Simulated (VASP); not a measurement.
Wanted: the native input for a VASP 6.6.1 run.

- Task: single point
- Functional: SVWN5
- Potentials or basis: VASP PAW PBE potentials, release 64 (Os)
- Cutoff: 520 eV
- k mesh: 12 × 12 × 12
- Occupations: methfessel-paxton, width 0.05 eV
- Spin: collinear spin
- Starting moments: [1.0] μB
- Dipole correction: no
- Further INCAR settings: ALGO = Normal; EDIFF = 1e-06; NBANDS = 14

The structure of Os lies in POSCAR:

```
Os
1.0
    0.0000000000      1.9450000000      1.9450000000
    1.9450000000      0.0000000000      1.9450000000
    1.9450000000      1.9450000000      0.0000000000
Os
1
Direct
    0.0000000000      0.0000000000      0.0000000000
```

This isn't the form of Os at room conditions, which is hcp.

One way to write it, as run:

INCAR

```
SYSTEM = Os
PREC = Accurate
ENCUT = 520
EDIFF = 1E-6
ISMEAR = 1
SIGMA = 0.05
LREAL = .False.
LASPH = .True.
NELM = 150
ALGO = Normal
ISIF = 2
LWAVE = .False.
LCHARG = .False.
ISPIN = 2
MAGMOM = 1
LORBIT = 11
LMAXMIX = 4
GGA = VW
NBANDS = 14
```

KPOINTS

```
Automatic mesh
0
Gamma
  12 12 12
  0 0 0
```

Potentials or basis: VASP PAW PBE potentials, release 64 (Os).

Run with:

```console
$ cat potpaw_PBE.64/Os/POTCAR > POTCAR
$ mpirun -np 1 vasp_std > vasp.out
```

Results of the run:

```
Pressure                                              : -25.4 GPa
Band gap on the k mesh                                : zero (filled and empty bands overlap)
Net moment                                            : 0.03 μB per cell
Site moments                                          : Os +0.02 μB
Valence electrons inside the program's atomic spheres : Os 7.31
```

Caveat: the cell stands under tension; the PAW data sets were made with another functional, which shifts forces and pressure a little; spin-orbit coupling is left out, which moves the levels of the heavy elements.

Run time: 47 s on 1 thread of Intel Xeon 8259CL (shared host), peak memory 0.14 GiB.
